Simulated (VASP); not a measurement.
C: single point with revPBE

The system is C.

```xyz
2
Lattice="0.0000 1.7922 1.7922 1.7922 0.0000 1.7922 1.7922 1.7922 0.0000" Properties=species:S:1:pos:R:3 pbc="T T T"
C     1.7922    1.7922    1.7922
C     2.6883    2.6883    2.6883
```

| Quantity | Value |
| --- | --- |
| Program | VASP 6.6.1 |
| Task | single point |
| Functional | revPBE |
| Potentials or basis | VASP PAW PBE potentials, release 64 (C) |
| Cutoff | 520 eV |
| k mesh | 14 × 14 × 14 |
| Occupations | fermi-dirac, width 0.05 eV |
| Spin | no spin polarisation |
| Dipole correction | no |
| Further INCAR settings | ALGO = Normal; EDIFF = 1e-07; NBANDS = 11 |

```yaml
Pressure: 0.5 GPa
Band_gap_on_the_k_mesh: 4.09 eV, indirect (least direct gap 5.55 eV)
```

Levels at points of the mesh, in eV from the valence-band top:
| k point | band 1 | band 2 | band 3 | band 4 | band 5 | band 6 | band 7 | band 8 |
| --- | --- | --- | --- | --- | --- | --- | --- | --- |
| (0.00, 0.00, 0.00) | -21.34 | 0.00 | 0.00 | 0.00 | 5.55 | 5.55 | 5.55 | 12.95 |
| (0.50, 0.00, 0.00) | -15.66 | -13.23 | -2.77 | -2.77 | 8.40 | 8.40 | 8.60 | 15.64 |
| (0.50, 0.50, 0.00) | -12.71 | -12.71 | -6.22 | -6.22 | 4.72 | 4.72 | 16.65 | 16.65 |

It took 10 s on 1 thread of Intel Xeon 6455B, with other jobs on the host, peak memory 0.12 GiB.

Caveat: the PAW data sets were made with another functional, which shifts forces and pressure a little. A k mesh can miss the band edges.
